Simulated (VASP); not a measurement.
Write the native input for VASP 6.6.1 that does the following.

* Task: single point
* Functional: PBE
* Dispersion: D3(BJ)
* Potentials or basis: VASP PAW PBE potentials, release 64 (In_d, As)
* Cutoff: 520 eV
* k mesh: 12 × 12 × 12
* Occupations: gaussian, width 0.1 eV
* Spin: no spin polarisation
* Dipole correction: no
* Further INCAR settings: ALGO = Normal; EDIFF = 1e-07; NBANDS = 16

The structure of InAs lies in POSCAR:

```
InAs
1.0
    0.0000000000      3.0554837369      3.0554837369
    3.0554837369      0.0000000000      3.0554837369
    3.0554837369      3.0554837369      0.0000000000
In As
1 1
Direct
    0.0000000000      0.0000000000      0.0000000000
    0.2500000000      0.2500000000      0.2500000000
```

The input as run:

INCAR

```
PREC = Accurate ; ENCUT = 520
EDIFF = 1E-7 ; ISMEAR = 0
SIGMA = 0.1 ; LREAL = False
LASPH = True ; NELM = 100
ALGO = Normal ; ISIF = 2
LWAVE = False ; LCHARG = True
GGA = PE ; IVDW = 12
LELF = True ; LVHAR = True
NBANDS = 16
```

KPOINTS

```
Automatic mesh
0
Gamma
  12 12 12
```

Potentials or basis: VASP PAW PBE potentials, release 64 (In_d, As).

Launch:

```sh
$ cat potpaw_PBE.64/In_d/POTCAR potpaw_PBE.64/As/POTCAR > POTCAR
$ mpirun -np 1 vasp_std > vasp.out
```

It gave:

```json
{"Pressure": "0.1 GPa", "Band gap on the k mesh": "zero (filled and empty bands touch)", "Dispersion energy per atom": "-0.312 eV"}
```

Caveat: semilocal functionals underestimate gaps, so a narrow gap can read as zero; spin-orbit coupling is left out, which moves the levels of the heavy elements.

Wall time 76 s on 1 thread of AMD EPYC 7R13, on a shared host, peak memory 0.2 GiB.
